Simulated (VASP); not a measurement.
# CdF2 (Fm-3m) in VASP: further runs, part 2 of 2

VASP 6.6.1.

### 3 Single point, PBE

File INCAR:

```
ALGO = Normal
EDIFF = 1E-6
ENCUT = 520
GGA = PE
ISIF = 2
ISMEAR = 0
LASPH = True
LCHARG = False
LREAL = False
LWAVE = False
NBANDS = 20
NELM = 100
PREC = Accurate
SIGMA = 0.05
```

File KPOINTS:

```
k-points
0
Gamma
  8 8 8
```

File POSCAR:

```
CdF2
1.0
    0.0000000000      2.6939990179      2.6939990179
    2.6939990179      0.0000000000      2.6939990179
    2.6939990179      2.6939990179      0.0000000000
Cd F
1 2
Direct
    0.0000000000      0.0000000000      0.0000000000
    0.2500000000      0.2500000000      0.2500000000
    0.7500000000      0.7500000000      0.7500000000
```

Potentials or basis: VASP PAW PBE potentials, release 64 (Cd, F).

Launch:

```sh
$ cat potpaw_PBE.64/Cd/POTCAR potpaw_PBE.64/F/POTCAR > POTCAR
$ mpirun -np 1 vasp_std > vasp.out
```

OUTCAR:

```text
EDIFF = 1E-6
   ENCUT = 520
   GGA = PE
   ISIF = 2
   ISMEAR = 0
   LASPH = True
   LREAL = False
   NELM = 100
   PREC = Accurate

 ion  position               nearest neighbor table
   1  0.000  0.000  0.000-   2 2.33   3 2.33   3 2.33   3 2.33   3 2.33   2 2.33   2 2.33   2 2.33

   2  0.250  0.250  0.250-   1 2.33   1 2.33   1 2.33   1 2.33
   3  0.750  0.750  0.750-   1 2.33   1 2.33   1 2.33   1 2.33

  LATTYP: Found a face centered cubic cell.
 ALAT       =     5.3879980358

  Lattice vectors:

 A1 = (   0.0000000000,   2.6939990179,   2.6939990179)
 A2 = (   2.6939990179,   0.0000000000,   2.6939990179)
 A3 = (   2.6939990179,   2.6939990179,   0.0000000000)

Analysis of symmetry for initial positions (statically):
=====================================================================
 Subroutine PRICEL returns:
 Original cell was already a primitive cell.

 Routine SETGRP: Setting up the symmetry group for a
 face centered cubic supercell.

 Subroutine GETGRP returns: Found 48 space group operations
 (whereof 48 operations were pure point group operations)
 out of a pool of 48 trial point group operations.

The static configuration has the point symmetry O_h .

Analysis of symmetry for dynamics (positions and initial velocities):
=====================================================================
 Subroutine PRICEL returns:
 Original cell was already a primitive cell.

 Routine SETGRP: Setting up the symmetry group for a
 face centered cubic supercell.

 Subroutine GETGRP returns: Found 48 space group operations
 (whereof 48 operations were pure point group operations)
 out of a pool of 48 trial point group operations.

The dynamic configuration has the point symmetry O_h .

 Subroutine INISYM returns: Found 48 space group operations
 (whereof 48 operations are pure point group operations),
 and found     1 'primitive' translations

----------------------------------------------------------------------------------------

                                     Primitive cell

  volume of cell :      39.1041

  direct lattice vectors                    reciprocal lattice vectors
     0.000000000  2.693999018  2.693999018    -0.185597692  0.185597692  0.185597692
     2.693999018  0.000000000  2.693999018     0.185597692 -0.185597692  0.185597692
     2.693999018  2.693999018  0.000000000     0.185597692  0.185597692 -0.185597692

  length of vectors
     3.809889948  3.809889948  3.809889948     0.321464632  0.321464632  0.321464632

  position of ions in fractional coordinates (direct lattice)
     0.000000000  0.000000000  0.000000000
     0.250000000  0.250000000  0.250000000
     0.750000000  0.750000000  0.750000000

  ion indices of the primitive-cell ions
   primitive index   ion index
                 1           1
                 2           2
                 3           3

----------------------------------------------------------------------------------------

 KPOINTS: k-points

Automatic generation of k-mesh.
 Grid dimensions read from file:
 generate k-points for:    8    8    8

 Generating k-lattice:

  Cartesian coordinates                     Fractional coordinates (reciprocal lattice)
    -0.023199712  0.023199712  0.023199712     0.125000000  0.000000000  0.000000000
     0.023199712 -0.023199712  0.023199712     0.000000000  0.125000000  0.000000000
     0.023199712  0.023199712 -0.023199712     0.000000000  0.000000000  0.125000000

  Length of vectors
     0.040183079  0.040183079  0.040183079

  Shift w.r.t. Gamma in fractional coordinates (k-lattice)
     0.000000000  0.000000000  0.000000000

 Subroutine IBZKPT returns following result:
 ===========================================

 Found     29 irreducible k-points:

 Following reciprocal coordinates:
            Coordinates               Weight
  0.000000  0.000000  0.000000      1.000000
  0.125000  0.000000  0.000000      8.000000
  0.250000  0.000000  0.000000      8.000000
  0.375000  0.000000  0.000000      8.000000
  0.500000  0.000000  0.000000      4.000000
  0.125000  0.125000  0.000000      6.000000
[... 16 lines left out ...]
  0.500000  0.250000  0.125000     48.000000
 -0.375000  0.250000  0.125000     24.000000
 [... further k-points ...]
   k-points           NKPTS =     29   k-points in BZ     NKDIM =     29   number of bands    NBANDS=     20
   number of dos      NEDOS =    301   number of ions     NIONS =      3
   total plane-waves  NPLWV =  21952
   dimension x,y,z NGX =    28 NGY =   28 NGZ =   28
   dimension x,y,z NGXF=    56 NGYF=   56 NGZF=   56
   ions per type =               1   2
   NGX,Y,Z   is equivalent  to a cutoff of  12.22, 12.22, 12.22 a.u.
   NGXF,Y,Z  is equivalent  to a cutoff of  24.44, 24.44, 24.44 a.u.
 SYSTEM =  unknown system
   PREC   = accura    normal or accurate (medium, high low for compatibility)
   ISTART =      0    job   : 0-new  1-cont  2-samecut
   ICHARG =      2    charge: 1-file 2-atom 10-const
   ISPIN  =      1    spin polarized calculation?
   LNONCOLLINEAR =      F non collinear calculations
   LSORBIT =      F    spin-orbit coupling
   LASPH  =      T    aspherical Exc in radial PAW
   ENCUT  =  520.0 eV  38.22 Ry    6.18 a.u.   7.08  7.08  7.08*2*pi/ulx,y,z
   NELM   =    100;   NELMIN=  2; NELMDL= -5     # of ELM steps
   EDIFF  = 0.1E-05   stopping-criterion for ELM
   LREAL  =      F    real-space projection
   EDIFFG = 0.1E-04   stopping-criterion for IOM
   NSW    =      0    number of steps for IOM
   IBRION =     -1    ionic relax: 0-MD 1-quasi-New 2-CG
   NFREE  =      0    steps in history (QN), initial steepest desc. (CG)
   ISIF   =      2    stress and relaxation
   ISYM   =      2    0-nonsym 1-usesym 2-fastsym
   POTIM  = 0.5000    time-step for ionic-motion
   TEBEG  =    0.0;   TEEND  =   0.0 temperature during run
   PSTRESS=    0.0 pullay stress
   NELECT =      26.0000    total number of electrons
   NUPDOWN=      -1.0000    fix difference up-down
   EMIN   =  10.00;   EMAX   =-10.00  energy-range for DOS
   EFERMI =   0.00;   METHOD = LEGACY
   ISMEAR =     0;   SIGMA  =   0.05  broadening in eV -4-tet -1-fermi 0-gaus
   EFERMI_NEDOS =   21; number of points for ismear=-14 and -15
   IALGO  =     38    algorithm
   IMIX   =      4    mixing-type and parameters
     AMIX     =   0.40;   BMIX     =  1.00
     AMIX_MAG =   1.60;   BMIX_MAG =  1.00
  volume/ion in A,a.u.               =      13.03        87.96
  Fermi-wavevector in a.u.,A,eV,Ry     =   1.428867  2.700167 27.778488  2.041661
  Thomas-Fermi vector in A             =   2.548883
   LORBIT       =      0    0 simple, 1 ext, 2 COOP (PROOUT), +10 PAW based schemes
   GGA     = PE    functional components
   LHFCALC =     F    Hartree Fock is set to
   AEXX    =    0.0000 exact exchange contribution
   IVDW    =     0    specifies the selected vdW correction
   LEPSILON=     F    determine dielectric tensor
   LRPA    =     F    only Hartree local field effects (RPA)
 non-spin polarized calculation
 Gauss-broadening in eV      SIGMA  =   0.05
  energy-cutoff  :      520.00
  volume of cell :       39.10
 maximum number of plane-waves:      1067
   NGX = 15   NGY = 15   NGZ = 15

 number of electron      25.9999990 magnetization

 Free energy of the ion-electron system (eV)
  ---------------------------------------------------
  ext. energy  EPLUGINS =         0.00000000
  ---------------------------------------------------
  free energy    TOTEN  =       -10.85936841 eV

  energy without entropy =      -10.85936841  energy(sigma->0) =      -10.85936841

 E-fermi :  -1.0234     XC(G=0): -10.4121

 val. band max:       -1.3115402023   @ k =  -0.2500   0.5000   0.2500
 cond. band min:       1.7564697342   @ k =   0.0000   0.0000   0.0000
 fundamental gap:      3.0680099365
 Fermi energy:        -1.0233850326

 k-point     1 :       0.0000    0.0000    0.0000
  band No.  band energies     occupation
      1     -22.1168      2.00000
      2     -21.0120      2.00000
      3      -6.9269      2.00000
      4      -6.9269      2.00000
      5      -6.9269      2.00000
      6      -5.7193      2.00000
[... 12 lines left out ...]
     19      18.5864      0.00000
     20      18.5864      0.00000
[... 507 lines left out ...]
 k-point    24 :      -0.3750    0.2500    0.1250
  band No.  band energies     occupation
      1     -21.5489      2.00000
      2     -21.5116      2.00000
      3      -6.4721      2.00000
      4      -6.3622      2.00000
      5      -5.7758      2.00000
      6      -5.7530      2.00000
[... 12 lines left out ...]
     19      17.4033      0.00000
     20      20.9786      0.00000

 [... further k-points ...]
[... 5 lines left out ...]
  --------------------------------------------------------------------------------------
  -------------------------------------------------------------------------------------
  Total        1.5147223      1.5147223      1.5147223      0.0000000      0.0000000      0.0000000
  in kB       62.0613609     62.0613609     62.0613609      0.0000000      0.0000000      0.0000000
  external PRESSURE =      62.0613609 kB  Pullay stress =       0.0000000 kB

 VOLUME and BASIS-vectors are now :
 -----------------------------------------------------------------------------
  energy-cutoff  :      520.00
  volume of cell :       39.10
      direct lattice vectors                 reciprocal lattice vectors
     0.000000000  2.693999018  2.693999018    -0.185597692  0.185597692  0.185597692
     2.693999018  0.000000000  2.693999018     0.185597692 -0.185597692  0.185597692
     2.693999018  2.693999018  0.000000000     0.185597692  0.185597692 -0.185597692

 POSITION                                       TOTAL-FORCE (eV/Angst)
 -----------------------------------------------------------------------------------
      0.00000      0.00000      0.00000        -0.000000     -0.000000     -0.000000
      1.34700      1.34700      1.34700        -0.000000     -0.000000     -0.000000
      4.04100      4.04100      4.04100         0.000000      0.000000      0.000000
 -----------------------------------------------------------------------------------
    total drift:                                0.000000      0.000000      0.000000

  FREE ENERGIE OF THE ION-ELECTRON SYSTEM (eV)
  ---------------------------------------------------
  free  energy   TOTEN  =       -10.8593684084 eV

  energy  without entropy=      -10.8593684084  energy(sigma->0) =      -10.85936841
```

stdout:

```text
POSCAR found type information on POSCAR CdF
 POSCAR found :  2 types and       3 ions
 scaLAPACK will be used
 LDA part: xc-table for (Slater+PW92), standard interpolation
 POSCAR, INCAR and KPOINTS ok, starting setup
 FFT: planning ... GRIDC
 FFT: planning ... GRID_SOFT
 FFT: planning ... GRID
 WAVECAR not read
 entering main loop
```

Wall time 28 s (1 thread of AMD EPYC 7R43 (Zen 3), shared host); peak memory 0.13 GiB.

Results:

- Free energy: -10.8594 eV
- Pressure: 6.2 GPa
- Band gap on the k mesh: 3.07 eV, indirect (least direct gap 3.57 eV)

A k mesh can miss the band edges. As with any semilocal functional, this PBE gap is likely too small.
